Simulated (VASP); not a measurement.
# SO (rock salt type) (Fm-3m) in VASP: notebook

Runs on SO (rock salt type). Level: PBE. Tasks: single point.

Everything below comes from runs of VASP 6.6.1. Logs are shortened: lines on timing, memory, paths and dates and some standing lists are left out, and cuts for length are marked.

### 1 The cell of the first run

It takes space group Fm-3m (No. 225, cubic). Conventional cell: a = 4.591 Å, b = 4.591 Å, c = 4.591 Å, α = 90.00°, β = 90.00°, γ = 90.00°. Within 3.0 Å of S (site symmetry m-3m) lie 6 O at 2.30 Å. Within 3.0 Å of O (site symmetry m-3m) lie 6 S at 2.30 Å.

### 2 Single point, PBE

Contents of INCAR:

```
PREC = Accurate
ENCUT = 520
EDIFF = 1E-7
ISMEAR = -1
SIGMA = 0.06122561905347299
LREAL = False
LASPH = True
NELM = 80
ALGO = Normal
ISIF = 2
LWAVE = False
LCHARG = False
GGA = PE
NBANDS = 13
```

Contents of KPOINTS:

```
Automatic mesh
0
Gamma
  14 14 14
```

Contents of POSCAR:

```
SO
1.0
    0.0000000000      2.2954895075      2.2954895075
    2.2954895075      0.0000000000      2.2954895075
    2.2954895075      2.2954895075      0.0000000000
S O
1 1
Direct
    0.0000000000      0.0000000000      0.0000000000
    0.5000000000      0.5000000000      0.5000000000
```

Potentials or basis: VASP PAW PBE potentials, release 64 (S, O).

Run with:

```bash
$ cat potpaw_PBE.64/S/POTCAR potpaw_PBE.64/O/POTCAR > POTCAR
$ mpirun -np 1 vasp_std > vasp.out
```

OUTCAR:

```text
PREC = Accurate
   ENCUT = 520
   EDIFF = 1E-7
   ISMEAR = -1
   LREAL = False
   LASPH = True
   NELM = 80
   ISIF = 2
   GGA = PE

 ion  position               nearest neighbor table
   1  0.000  0.000  0.000-   2 2.30   2 2.30   2 2.30   2 2.30   2 2.30   2 2.30
   2  0.500  0.500  0.500-   1 2.30   1 2.30   1 2.30   1 2.30   1 2.30   1 2.30

  LATTYP: Found a face centered cubic cell.
 ALAT       =     4.5909790150

  Lattice vectors:

 A1 = (   0.0000000000,   2.2954895075,   2.2954895075)
 A2 = (   2.2954895075,   0.0000000000,   2.2954895075)
 A3 = (   2.2954895075,   2.2954895075,   0.0000000000)

Analysis of symmetry for initial positions (statically):
=====================================================================
 Subroutine PRICEL returns:
 Original cell was already a primitive cell.

 Routine SETGRP: Setting up the symmetry group for a
 face centered cubic supercell.

 Subroutine GETGRP returns: Found 48 space group operations
 (whereof 48 operations were pure point group operations)
 out of a pool of 48 trial point group operations.

The static configuration has the point symmetry O_h .

Analysis of symmetry for dynamics (positions and initial velocities):
=====================================================================
 Subroutine PRICEL returns:
 Original cell was already a primitive cell.

 Routine SETGRP: Setting up the symmetry group for a
 face centered cubic supercell.

 Subroutine GETGRP returns: Found 48 space group operations
 (whereof 48 operations were pure point group operations)
 out of a pool of 48 trial point group operations.

The dynamic configuration has the point symmetry O_h .

 Subroutine INISYM returns: Found 48 space group operations
 (whereof 48 operations are pure point group operations),
 and found     1 'primitive' translations

----------------------------------------------------------------------------------------

                                     Primitive cell

  volume of cell :      24.1911

  direct lattice vectors                    reciprocal lattice vectors
     0.000000000  2.295489508  2.295489508    -0.217818465  0.217818465  0.217818465
     2.295489508  0.000000000  2.295489508     0.217818465 -0.217818465  0.217818465
     2.295489508  2.295489508  0.000000000     0.217818465  0.217818465 -0.217818465

  length of vectors
     3.246312394  3.246312394  3.246312394     0.377272647  0.377272647  0.377272647

  position of ions in fractional coordinates (direct lattice)
     0.000000000  0.000000000  0.000000000
     0.500000000  0.500000000  0.500000000

  ion indices of the primitive-cell ions
   primitive index   ion index
                 1           1
                 2           2

----------------------------------------------------------------------------------------

 KPOINTS: Automatic mesh

Automatic generation of k-mesh.
 Grid dimensions read from file:
 generate k-points for:   14   14   14

 Generating k-lattice:

  Cartesian coordinates                     Fractional coordinates (reciprocal lattice)
    -0.015558462  0.015558462  0.015558462     0.071428571  0.000000000  0.000000000
     0.015558462 -0.015558462  0.015558462     0.000000000  0.071428571  0.000000000
     0.015558462  0.015558462 -0.015558462     0.000000000  0.000000000  0.071428571

  Length of vectors
     0.026948046  0.026948046  0.026948046

  Shift w.r.t. Gamma in fractional coordinates (k-lattice)
     0.000000000  0.000000000  0.000000000

 Subroutine IBZKPT returns following result:
 ===========================================

 Found    104 irreducible k-points:

 Following reciprocal coordinates:
            Coordinates               Weight
  0.000000  0.000000  0.000000      1.000000
  0.071429  0.000000  0.000000      8.000000
  0.142857  0.000000  0.000000      8.000000
  0.214286  0.000000  0.000000      8.000000
  0.285714  0.000000  0.000000      8.000000
  0.357143  0.000000  0.000000      8.000000
[... 16 lines left out ...]
  0.214286  0.142857  0.000000     24.000000
  0.285714  0.142857  0.000000     24.000000
 [... further k-points ...]
   k-points           NKPTS =    104   k-points in BZ     NKDIM =    104   number of bands    NBANDS=     13
   number of dos      NEDOS =    301   number of ions     NIONS =      2
   total plane-waves  NPLWV =  13824
   dimension x,y,z NGX =    24 NGY =   24 NGZ =   24
   dimension x,y,z NGXF=    48 NGYF=   48 NGZF=   48
   ions per type =               1   1
   NGX,Y,Z   is equivalent  to a cutoff of  12.29, 12.29, 12.29 a.u.
   NGXF,Y,Z  is equivalent  to a cutoff of  24.58, 24.58, 24.58 a.u.
 SYSTEM =  unknown system
   PREC   = accura    normal or accurate (medium, high low for compatibility)
   ISTART =      0    job   : 0-new  1-cont  2-samecut
   ICHARG =      2    charge: 1-file 2-atom 10-const
   ISPIN  =      1    spin polarized calculation?
   LNONCOLLINEAR =      F non collinear calculations
   LSORBIT =      F    spin-orbit coupling
   LASPH  =      T    aspherical Exc in radial PAW
   ENCUT  =  520.0 eV  38.22 Ry    6.18 a.u.   6.04  6.04  6.04*2*pi/ulx,y,z
   NELM   =     80;   NELMIN=  2; NELMDL= -5     # of ELM steps
   EDIFF  = 0.1E-06   stopping-criterion for ELM
   LREAL  =      F    real-space projection
   EDIFFG = 0.1E-05   stopping-criterion for IOM
   NSW    =      0    number of steps for IOM
   IBRION =     -1    ionic relax: 0-MD 1-quasi-New 2-CG
   NFREE  =      0    steps in history (QN), initial steepest desc. (CG)
   ISIF   =      2    stress and relaxation
   ISYM   =      2    0-nonsym 1-usesym 2-fastsym
   POTIM  = 0.5000    time-step for ionic-motion
   TEBEG  =    0.0;   TEEND  =   0.0 temperature during run
   PSTRESS=    0.0 pullay stress
   NELECT =      12.0000    total number of electrons
   NUPDOWN=      -1.0000    fix difference up-down
   EMIN   =  10.00;   EMAX   =-10.00  energy-range for DOS
   EFERMI =   0.00;   METHOD = LEGACY
   ISMEAR =    -1;   SIGMA  =   0.06  broadening in eV -4-tet -1-fermi 0-gaus
   EFERMI_NEDOS =   21; number of points for ismear=-14 and -15
   IALGO  =     38    algorithm
   IMIX   =      4    mixing-type and parameters
     AMIX     =   0.40;   BMIX     =  1.00
     AMIX_MAG =   1.60;   BMIX_MAG =  1.00
  volume/ion in A,a.u.               =      12.10        81.62
  Fermi-wavevector in a.u.,A,eV,Ry     =   1.295935  2.448962 22.850276  1.679448
  Thomas-Fermi vector in A             =   2.427423
   LORBIT       =      0    0 simple, 1 ext, 2 COOP (PROOUT), +10 PAW based schemes
   GGA     = PE    functional components
   LHFCALC =     F    Hartree Fock is set to
   AEXX    =    0.0000 exact exchange contribution
   IVDW    =     0    specifies the selected vdW correction
   LEPSILON=     F    determine dielectric tensor
   LRPA    =     F    only Hartree local field effects (RPA)
 non-spin polarized calculation
  energy-cutoff  :      520.00
  volume of cell :       24.19
 maximum number of plane-waves:       664
   NGX = 13   NGY = 13   NGZ = 13

 number of electron      12.0000003 magnetization

 Free energy of the ion-electron system (eV)
  ---------------------------------------------------
  ext. energy  EPLUGINS =         0.00000000
  ---------------------------------------------------
  free energy    TOTEN  =        -7.09684193 eV

  energy without entropy =       -7.08352177  energy(sigma->0) =       -7.09018185

 E-fermi :   6.2790     XC(G=0): -11.2048

 val. band max:        6.2173396529   @ k =   0.5000   0.1429   0.0000
 cond. band min:       6.3032339917   @ k =   0.5000   0.2857   0.0714
 fundamental gap:      0.0858943388
 Fermi energy:         6.2790065190

 k-point     1 :       0.0000    0.0000    0.0000
  band No.  band energies     occupation
      1     -14.2560      2.00000
      2      -4.8526      2.00000
      3       2.0587      2.00000
      4       2.0587      2.00000
      5       2.0587      2.00000
      6       7.9966      0.00000
      7       7.9966      0.00000
      8       7.9966      0.00000
      9      15.8153      0.00000
     10      15.8153      0.00000
     11      15.8153      0.00000
     12      19.0414      0.00000
     13      19.0414      0.00000

 k-point     2 :       0.0714    0.0000    0.0000
  band No.  band energies     occupation
      1     -14.1982      2.00000
      2      -4.9716      2.00000
      3       2.0671      2.00000
      4       2.0671      2.00000
      5       2.1092      2.00000
      6       7.7772      0.00000
      7       7.8478      0.00000
      8       7.8478      0.00000
      9      15.7013      0.00000
     10      15.9724      0.00000
     11      15.9724      0.00000
     12      19.2588      0.00000
     13      19.2588      0.00000

 k-point     3 :       0.1429    0.0000    0.0000
  band No.  band energies     occupation
      1     -14.0297      2.00000
      2      -5.3070      2.00000
      3       2.0942      2.00000
      4       2.0942      2.00000
      5       2.2470      2.00000
      6       7.2084      0.00000
      7       7.4510      0.00000
      8       7.4510      0.00000
      9      15.4783      0.00000
     10      16.4201      0.00000
     11      16.4201      0.00000
     12      19.8666      0.00000
     13      19.8666      0.00000
[... 305 lines left out ...]
 k-point    23 :       0.2143    0.1429    0.0000
  band No.  band energies     occupation
      1     -13.7689      2.00000
      2      -5.6311      2.00000
      3       1.5326      2.00000
      4       1.5376      2.00000
      5       3.2199      2.00000
      6       5.2991      2.00000
      7       7.8745      0.00000
      8       7.9026      0.00000
      9      14.1028      0.00000
     10      17.7814      0.00000
     11      17.9395      0.00000
     12      19.9035      0.00000
     13      19.9391      0.00000

 k-point    24 :       0.2857    0.1429    0.0000
  band No.  band energies     occupation
      1     -13.4989      2.00000
      2      -6.0301      2.00000
      3       1.4510      2.00000
      4       1.4649      2.00000
      5       3.0661      2.00000
      6       5.0659      2.00000
      7       7.5152      0.00000
      8       7.5849      0.00000
      9      14.1548      0.00000
     10      18.1811      0.00000
     11      18.6974      0.00000
     12      20.6962      0.00000
     13      20.8208      0.00000

 [... further k-points ...]

------------------------ aborting loop because EDIFF is reached ----------------------------------------

  FORCE on cell =-STRESS in cart. coord.  units (eV):
  Direction    XX          YY          ZZ          XY          YZ          ZX
  --------------------------------------------------------------------------------------
  -------------------------------------------------------------------------------------
  Total        0.3661349      0.3661349      0.3661349     -0.0000000      0.0000000     -0.0000000
  in kB       24.2491085     24.2491085     24.2491085     -0.0000000      0.0000000     -0.0000000
  external PRESSURE =      24.2491085 kB  Pullay stress =       0.0000000 kB

 VOLUME and BASIS-vectors are now :
 -----------------------------------------------------------------------------
  energy-cutoff  :      520.00
  volume of cell :       24.19
      direct lattice vectors                 reciprocal lattice vectors
     0.000000000  2.295489508  2.295489508    -0.217818465  0.217818465  0.217818465
     2.295489508  0.000000000  2.295489508     0.217818465 -0.217818465  0.217818465
     2.295489508  2.295489508  0.000000000     0.217818465  0.217818465 -0.217818465

 POSITION                                       TOTAL-FORCE (eV/Angst)
 -----------------------------------------------------------------------------------
      0.00000      0.00000      0.00000         0.000000      0.000000      0.000000
      2.29549      2.29549      2.29549        -0.000000     -0.000000     -0.000000
 -----------------------------------------------------------------------------------
    total drift:                                0.000000     -0.000000      0.000000

  FREE ENERGIE OF THE ION-ELECTRON SYSTEM (eV)
  ---------------------------------------------------
  free  energy   TOTEN  =        -7.0968419261 eV

  energy  without entropy=       -7.0835217704  energy(sigma->0) =       -7.09018185
```

Run time: 23 s. Hardware: 1 thread of AMD EPYC 7R13 (Zen 3), shared host; peak memory 0.12 GiB.

What came out:

| Property | Result |
| --- | --- |
| Free energy | -7.0968 eV |
| Pressure | 2.4 GPa |
| Band gap on the k mesh | zero (band 6 reaches 8.52 eV, above the bottom of band 7 at 5.41 eV) |

### 3 Single point, PBE

This run uses another cell than the first one, of 12.34 Å³/atom, 1.020 times its volume.

Contents of INCAR:

```
PREC = Accurate
ENCUT = 520
EDIFF = 1E-7
ISMEAR = -1
SIGMA = 0.06122561905347299
LREAL = F
LASPH = T
NELM = 100
ALGO = Normal
ISIF = 2
LWAVE = F
LCHARG = F
GGA = PE
NBANDS = 13
```

Contents of KPOINTS:

```
regular mesh
0
Gamma
  14 14 14
```

Contents of POSCAR:

```
SO
1.0
    0.0000000000      2.3110000422      2.3110000422
    2.3110000422      0.0000000000      2.3110000422
    2.3110000422      2.3110000422      0.0000000000
S O
1 1
Direct
    0.0000000000      0.0000000000      0.0000000000
    0.5000000000      0.5000000000      0.5000000000
```

Potentials or basis: VASP PAW PBE potentials, release 64 (S, O).

Run with:

```bash
$ cat potpaw_PBE.64/S/POTCAR potpaw_PBE.64/O/POTCAR > POTCAR
$ mpirun -np 1 vasp_std > vasp.out
```

Run time: 27 s. Hardware: 1 thread of AMD EPYC 7R13 (Zen 3), shared host; peak memory 0.12 GiB.

Results (log left out):

```
Free energy            : -7.1007 eV
Pressure               : -0.3 GPa
Band gap on the k mesh : zero (band 6 reaches 8.16 eV, above the bottom of band 7 at 5.13 eV)
```

Levels at points of the mesh, in eV from the Fermi level:
```
           k point  band 2  band 3  band 4  band 5  band 6  band 7  band 8  band 9  band 10  band 11
(0.00, 0.00, 0.00)  -11.16   -4.10   -4.10   -4.10    1.67    1.67    1.67    9.60     9.60     9.60
(0.50, 0.00, 0.00)  -13.65   -3.73   -3.73   -2.87   -2.03   -0.85   -0.85    9.47    13.37    13.37
(0.50, 0.50, 0.00)  -11.84   -8.26   -5.83   -5.83    2.19    2.19    2.39    5.30    13.27    15.70
```
